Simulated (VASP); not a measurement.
# AlN in VASP: notebook

Aim: see how the results for AlN move with the level of theory and the settings. Levels: PBE, r2SCAN. Tasks: single point.

All numbers are computed with VASP 6.6.1; they aren't measurements. Logs are shortened: lines on timing, memory, paths and dates and some standing lists are left out, and cuts for length are marked.

## (1) The cell of the first run

The structure is tetragonal, space group I4/mmm (No. 139). The conventional cell has a = 2.912 Å, b = 2.912 Å, c = 3.979 Å, α = 90.00°, β = 90.00°, γ = 90.00°. Al (site symmetry 4/mmm) has 6 N at 1.99 to 2.06 Å within 2.6 Å. N (site symmetry 4/mmm) has 6 Al at 1.99 to 2.06 Å within 2.6 Å.

## (2) Single point, PBE (epitaxial xy strain +2.0%)

The input, INCAR:

```
SYSTEM = AlN
ALGO = Normal
EDIFF = 1E-6
ENCUT = 520
GGA = PE
ISIF = 2
ISMEAR = -1
LASPH = .TRUE.
LCHARG = .TRUE.
LELF = .TRUE.
LREAL = .FALSE.
LVHAR = .TRUE.
LWAVE = .FALSE.
NBANDS = 11
NELM = 80
PREC = Accurate
SIGMA = 0.02
```

The input, KPOINTS:

```
k-points
0
G
  10 10 10
  0 0 0
```

The input, POSCAR:

```
AlN
1.0
    0.0000000000      2.0592458391      1.9894038362
    2.0592458391      0.0000000000      1.9894038362
    2.0592458391      2.0592458391      0.0000000000
Al N
1 1
Direct
    0.0000000000      0.0000000000      0.0000000000
    0.5000000000      0.5000000000      0.5000000000
```

Potentials or basis: VASP PAW PBE potentials, release 64 (Al, N).

Run with:

```console
$ cat potpaw_PBE.64/Al/POTCAR potpaw_PBE.64/N/POTCAR > POTCAR
$ mpirun -np 1 vasp_std > vasp.out
```

OUTCAR:

```text
SYSTEM = AlN
   EDIFF = 1E-6
   ENCUT = 520
   GGA = PE
   ISIF = 2
   ISMEAR = -1
   LASPH = .TRUE.
   LREAL = .FALSE.
   NELM = 80
   PREC = Accurate

 ion  position               nearest neighbor table
   1  0.000  0.000  0.000-   2 1.99   2 1.99   2 2.06   2 2.06   2 2.06   2 2.06
   2  0.500  0.500  0.500-   1 1.99   1 1.99   1 2.06   1 2.06   1 2.06   1 2.06

  LATTYP: Found a body centered tetragonal cell.
 ALAT       =     2.9122133939
 C/A-ratio  =     1.3662486687

  Lattice vectors:

 A1 = (   0.0000000000,  -2.0592458391,  -1.9894038362)
 A2 = (   0.0000000000,   2.0592458391,  -1.9894038362)
 A3 = (   2.0592458391,   0.0000000000,   1.9894038362)

Analysis of symmetry for initial positions (statically):
=====================================================================
 Subroutine PRICEL returns:
 Original cell was already a primitive cell.

 Routine SETGRP: Setting up the symmetry group for a
 body centered tetragonal supercell.

 Subroutine GETGRP returns: Found 16 space group operations
 (whereof 16 operations were pure point group operations)
 out of a pool of 16 trial point group operations.

The static configuration has the point symmetry D_4h.

Analysis of symmetry for dynamics (positions and initial velocities):
=====================================================================
 Subroutine PRICEL returns:
 Original cell was already a primitive cell.

 Routine SETGRP: Setting up the symmetry group for a
 body centered tetragonal supercell.

 Subroutine GETGRP returns: Found 16 space group operations
 (whereof 16 operations were pure point group operations)
 out of a pool of 16 trial point group operations.

The dynamic configuration has the point symmetry D_4h.

 Subroutine INISYM returns: Found 16 space group operations
 (whereof 16 operations are pure point group operations),
 and found     1 'primitive' translations

----------------------------------------------------------------------------------------

                                     Primitive cell

  volume of cell :      16.8721

  direct lattice vectors                    reciprocal lattice vectors
     0.000000000  2.059245839  1.989403836    -0.242807338  0.242807338  0.251331575
     2.059245839  0.000000000  1.989403836     0.242807338 -0.242807338  0.251331575
     2.059245839  2.059245839  0.000000000     0.242807338  0.242807338 -0.251331575

  length of vectors
     2.863253578  2.863253578  2.912213394     0.425533039  0.425533039  0.425533039

  position of ions in fractional coordinates (direct lattice)
     0.000000000  0.000000000  0.000000000
     0.500000000  0.500000000  0.500000000

  ion indices of the primitive-cell ions
   primitive index   ion index
                 1           1
                 2           2

----------------------------------------------------------------------------------------

 KPOINTS: k-points

Automatic generation of k-mesh.
 Grid dimensions read from file:
 generate k-points for:   10   10   10

 Generating k-lattice:

  Cartesian coordinates                     Fractional coordinates (reciprocal lattice)
    -0.024280734  0.024280734  0.025133158     0.100000000  0.000000000  0.000000000
     0.024280734 -0.024280734  0.025133158     0.000000000  0.100000000  0.000000000
     0.024280734  0.024280734 -0.025133158    -0.000000000 -0.000000000  0.100000000

  Length of vectors
     0.042553304  0.042553304  0.042553304

  Shift w.r.t. Gamma in fractional coordinates (k-lattice)
     0.000000000  0.000000000  0.000000000

 Subroutine IBZKPT returns following result:
 ===========================================

 Found    102 irreducible k-points:

 Following reciprocal coordinates:
            Coordinates               Weight
  0.000000  0.000000  0.000000      1.000000
  0.100000  0.000000  0.000000      8.000000
  0.200000  0.000000  0.000000      8.000000
  0.300000  0.000000  0.000000      8.000000
  0.400000  0.000000  0.000000      8.000000
  0.500000  0.000000  0.000000      4.000000
[... 16 lines left out ...]
  0.300000  0.300000  0.000000      2.000000
  0.400000  0.300000  0.000000      8.000000
 [... further k-points ...]
   k-points           NKPTS =    102   k-points in BZ     NKDIM =    102   number of bands    NBANDS=     11
   number of dos      NEDOS =    301   number of ions     NIONS =      2
   total plane-waves  NPLWV =  13824
   dimension x,y,z NGX =    24 NGY =   24 NGZ =   24
   dimension x,y,z NGXF=    48 NGYF=   48 NGZF=   48
   ions per type =               1   1
   NGX,Y,Z   is equivalent  to a cutoff of  13.93, 13.93, 13.70 a.u.
   NGXF,Y,Z  is equivalent  to a cutoff of  27.87, 27.87, 27.40 a.u.
 SYSTEM =  AlN
   PREC   = accura    normal or accurate (medium, high low for compatibility)
   ISTART =      0    job   : 0-new  1-cont  2-samecut
   ICHARG =      2    charge: 1-file 2-atom 10-const
   ISPIN  =      1    spin polarized calculation?
   LNONCOLLINEAR =      F non collinear calculations
   LSORBIT =      F    spin-orbit coupling
   LASPH  =      T    aspherical Exc in radial PAW
   ENCUT  =  520.0 eV  38.22 Ry    6.18 a.u.   5.32  5.32  5.41*2*pi/ulx,y,z
   NELM   =     80;   NELMIN=  2; NELMDL= -5     # of ELM steps
   EDIFF  = 0.1E-05   stopping-criterion for ELM
   LREAL  =      F    real-space projection
   EDIFFG = 0.1E-04   stopping-criterion for IOM
   NSW    =      0    number of steps for IOM
   IBRION =     -1    ionic relax: 0-MD 1-quasi-New 2-CG
   NFREE  =      0    steps in history (QN), initial steepest desc. (CG)
   ISIF   =      2    stress and relaxation
   ISYM   =      2    0-nonsym 1-usesym 2-fastsym
   POTIM  = 0.5000    time-step for ionic-motion
   TEBEG  =    0.0;   TEEND  =   0.0 temperature during run
   PSTRESS=    0.0 pullay stress
   NELECT =       8.0000    total number of electrons
   NUPDOWN=      -1.0000    fix difference up-down
   EMIN   =  10.00;   EMAX   =-10.00  energy-range for DOS
   EFERMI =   0.00;   METHOD = LEGACY
   ISMEAR =    -1;   SIGMA  =   0.02  broadening in eV -4-tet -1-fermi 0-gaus
   EFERMI_NEDOS =   21; number of points for ismear=-14 and -15
   IALGO  =     38    algorithm
   IMIX   =      4    mixing-type and parameters
     AMIX     =   0.40;   BMIX     =  1.00
     AMIX_MAG =   1.60;   BMIX_MAG =  1.00
  volume/ion in A,a.u.               =       8.44        56.93
  Fermi-wavevector in a.u.,A,eV,Ry     =   1.276581  2.412388 22.172858  1.629659
  Thomas-Fermi vector in A             =   2.409229
   LORBIT       =      0    0 simple, 1 ext, 2 COOP (PROOUT), +10 PAW based schemes
   GGA     = PE    functional components
   LHFCALC =     F    Hartree Fock is set to
   AEXX    =    0.0000 exact exchange contribution
   IVDW    =     0    specifies the selected vdW correction
   LEPSILON=     F    determine dielectric tensor
   LRPA    =     F    only Hartree local field effects (RPA)
 non-spin polarized calculation
  energy-cutoff  :      520.00
  volume of cell :       16.87
 maximum number of plane-waves:       471
 NGX is ok and might be reduce to    24
   NGX = 11   NGY = 11   NGZ = 11

 number of electron       8.0000000 magnetization

 Free energy of the ion-electron system (eV)
  ---------------------------------------------------
  ext. energy  EPLUGINS =         0.00000000
  ---------------------------------------------------
  free energy    TOTEN  =       -14.53487973 eV

  energy without entropy =      -14.53487973  energy(sigma->0) =      -14.53487973

 E-fermi :  10.2555     XC(G=0): -12.1864

 val. band max:        9.7779558912   @ k =   0.0000   0.0000   0.0000
 cond. band min:      13.9171792521   @ k =   0.5000   0.5000   0.0000
 fundamental gap:      4.1392233609
 Fermi energy:        10.2554709337

 k-point     1 :       0.0000    0.0000    0.0000
  band No.  band energies     occupation
      1      -7.6735      2.00000
      2       9.5156      2.00000
      3       9.7780      2.00000
      4       9.7780      2.00000
      5      15.0574      0.00000
      6      21.6582      0.00000
      7      21.6582      0.00000
      8      22.1096      0.00000
      9      26.7757      0.00000
     10      26.8969      0.00000
     11      27.7433      0.00000

 k-point     2 :       0.1000    0.0000    0.0000
  band No.  band energies     occupation
      1      -7.4725      2.00000
      2       8.6551      2.00000
      3       9.5209      2.00000
      4       9.6414      2.00000
      5      15.6996      0.00000
      6      20.8873      0.00000
      7      21.9257      0.00000
      8      22.2603      0.00000
      9      25.2600      0.00000
     10      26.0678      0.00000
     11      27.7433      0.00000

 k-point     3 :       0.2000    0.0000    0.0000
  band No.  band energies     occupation
      1      -6.8879      2.00000
      2       6.5513      2.00000
      3       9.2636      2.00000
      4       9.3119      2.00000
      5      16.3958      0.00000
      6      20.3300      0.00000
      7      21.8911      0.00000
      8      22.5280      0.00000
      9      24.9739      0.00000
     10      25.3135      0.00000
     11      27.0697      0.00000
[... 267 lines left out ...]
 k-point    23 :       0.3000    0.3000    0.0000
  band No.  band energies     occupation
      1      -5.3631      2.00000
      2       4.9283      2.00000
      3       7.6064      2.00000
      4       7.6064      2.00000
      5      16.2738      0.00000
      6      16.3504      0.00000
      7      21.5213      0.00000
      8      24.8140      0.00000
      9      24.8140      0.00000
     10      29.6987      0.00000
     11      33.6148      0.00000

 k-point    24 :       0.4000    0.3000    0.0000
  band No.  band energies     occupation
      1      -4.6067      2.00000
      2       3.9256      2.00000
      3       6.8969      2.00000
      4       7.3300      2.00000
      5      15.6039      0.00000
      6      16.3910      0.00000
      7      21.9020      0.00000
      8      24.7637      0.00000
      9      25.5664      0.00000
     10      31.0949      0.00000
     11      34.3527      0.00000

 [... further k-points ...]

------------------------ aborting loop because EDIFF is reached ----------------------------------------

  FORCE on cell =-STRESS in cart. coord.  units (eV):
  Direction    XX          YY          ZZ          XY          YZ          ZX
  --------------------------------------------------------------------------------------
  -------------------------------------------------------------------------------------
  Total       -0.3119314     -0.3119314      0.6663261      0.0000000      0.0000000      0.0000000
  in kB      -29.6210387    -29.6210387     63.2744043      0.0000000      0.0000000      0.0000000
  external PRESSURE =       1.3441090 kB  Pullay stress =       0.0000000 kB

 VOLUME and BASIS-vectors are now :
 -----------------------------------------------------------------------------
  energy-cutoff  :      520.00
  volume of cell :       16.87
      direct lattice vectors                 reciprocal lattice vectors
     0.000000000  2.059245839  1.989403836    -0.242807338  0.242807338  0.251331575
     2.059245839  0.000000000  1.989403836     0.242807338 -0.242807338  0.251331575
     2.059245839  2.059245839  0.000000000     0.242807338  0.242807338 -0.251331575

 POSITION                                       TOTAL-FORCE (eV/Angst)
 -----------------------------------------------------------------------------------
      0.00000      0.00000      0.00000         0.000000      0.000000      0.000000
      2.05925      2.05925      1.98940        -0.000000     -0.000000     -0.000000
 -----------------------------------------------------------------------------------
    total drift:                               -0.000000     -0.000000      0.000000

  FREE ENERGIE OF THE ION-ELECTRON SYSTEM (eV)
  ---------------------------------------------------
  free  energy   TOTEN  =       -14.5348797306 eV

  energy  without entropy=      -14.5348797306  energy(sigma->0) =      -14.53487973
```

Wall time 18 s (1 thread of AMD EPYC 7R43 (Zen 3), shared host); peak memory 0.11 GiB.

What came out:

* Free energy: -14.5349 eV
* Pressure: 0.1 GPa
* Band gap on the k mesh: 4.14 eV, indirect (least direct gap 5.28 eV)

Stress tensor (GPa, compression positive):
```
-2.96  0.00  0.00
 0.00 -2.96  0.00
 0.00  0.00  6.33
```

Levels at points of the mesh, in eV from the valence-band top:
| k point | band 2 | band 3 | band 4 | band 5 | band 6 | band 7 |
| --- | --- | --- | --- | --- | --- | --- |
| (0.00, 0.00, 0.00) | -0.26 | 0.00 | 0.00 | 5.28 | 11.88 | 11.88 |
| (0.50, 0.00, 0.00) | -8.26 | -1.19 | -1.07 | 5.89 | 10.37 | 11.20 |
| (0.50, 0.50, 0.00) | -7.22 | -2.99 | -2.99 | 4.14 | 5.04 | 14.01 |
| (0.50, 0.00, 0.50) | -7.38 | -2.96 | -2.52 | 4.44 | 5.38 | 13.56 |

Caveat: the cell differs from its parent crystal (epitaxial xy strain +2.0%).

## (3) Single point, PBE (strain along [111] +0.5%)

The input, INCAR:

```
SYSTEM = AlN
PREC = Accurate ; ENCUT = 520
EDIFF = 1E-6 ; ISMEAR = -1
SIGMA = 0.02 ; LREAL = .FALSE.
LASPH = .TRUE. ; NELM = 60
ALGO = Normal ; ISIF = 2
LWAVE = .FALSE. ; LCHARG = .FALSE.
GGA = PE ; NBANDS = 11
```

The input, KPOINTS:

```
regular mesh
0
G
  10 10 10
  0 0 0
```

The input, POSCAR:

```
AlN
1.0
    0.0067295616      2.0255980312      2.0255980312
    2.0255980312      0.0067295616      2.0255980312
    2.0255980312      2.0255980312      0.0067295616
Al N
1 1
Direct
    0.0000000000      0.0000000000      0.0000000000
    0.5000000000      0.5000000000      0.5000000000
```

Potentials or basis: VASP PAW PBE potentials, release 64 (Al, N).

Run with:

```console
$ cat potpaw_PBE.64/Al/POTCAR potpaw_PBE.64/N/POTCAR > POTCAR
$ mpirun -np 1 vasp_std > vasp.out
```

It took 22 s on 1 thread of AMD EPYC 7R43 (Zen 3), shared host; peak memory 0.11 GiB.

Results (log left out):

```yaml
Free_energy: -14.5407 eV
Pressure: 4.8 GPa
Band_gap_on_the_k_mesh: 4.57 eV, indirect (least direct gap 5.64 eV)
```

Stress tensor (GPa, compression positive):
```
 4.76 -1.05 -1.05
-1.05  4.76 -1.05
-1.05 -1.05  4.76
```

Levels at points of the mesh, in eV from the valence-band top:
```csv
k point,band 2,band 3,band 4,band 5,band 6,band 7
"(0.00, 0.00, 0.00)",-0.07,0.00,0.00,5.64,12.04,12.19
"(0.50, 0.00, 0.00)",-8.31,-1.13,-1.09,6.08,10.92,10.97
"(0.50, 0.50, 0.00)",-7.40,-2.85,-2.78,4.57,5.29,14.01
"(0.50, 0.50, 0.50)",-8.36,-1.06,-1.06,6.17,11.05,11.05
```

Caveat: the cell differs from its parent crystal (strain along [111] +0.5%). A k mesh can miss the band edges.

[end of part 1 of 2]
